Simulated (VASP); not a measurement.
Cr, 2 atoms in the cell. Symmetry: I4_1/amd, No. 141, tetragonal system. Conventional cell: a = 3.603 Å, b = 3.603 Å, c = 1.904 Å, α = 90.00°, β = 90.00°, γ = 90.00°. Cr (site symmetry -4m2) has 10 Cr at 1.86 to 2.30 Å within 2.5 Å. 

* Program: VASP 6.6.1
* Task: single point
* Functional: PBE
* Potentials or basis: VASP PAW PBE potentials, release 64 (Cr_pv)
* Cutoff: 520 eV
* k mesh: 17 × 17 × 17
* Occupations: fermi-dirac, width 0.1 eV
* Spin: collinear spin, ferromagnetic start
* Starting moments: [2.0, 2.0] μB
* Dipole correction: no
* k mesh for the DOS: 26 × 26 × 26
* Occupations for the DOS: tetrahedron
* Further INCAR settings: ALGO = Normal; EDIFF = 1e-06; NBANDS = 23

Potentials or basis: VASP PAW PBE potentials, release 64 (Cr_pv).

Run with:

```bash
$ cat potpaw_PBE.64/Cr_pv/POTCAR > POTCAR
$ cp INCAR.step1 INCAR
$ cp KPOINTS.step1 KPOINTS
$ mpirun -np 1 vasp_std > vasp.out
$ cp INCAR.step2 INCAR
$ cp KPOINTS.step2 KPOINTS
$ mpirun -np 1 vasp_std > vasp.out
```

Hardware: 1 thread of Intel(R) Xeon(R) 6975P-C (Granite Rapids) (shared host).

Problem. Estimate the wall time of this run.

Solution. Run time: 9.1 min on 1 thread of Intel(R) Xeon(R) 6975P-C (Granite Rapids), with other jobs on the host, peak memory 0.92 GiB. Counts: k points 1330.
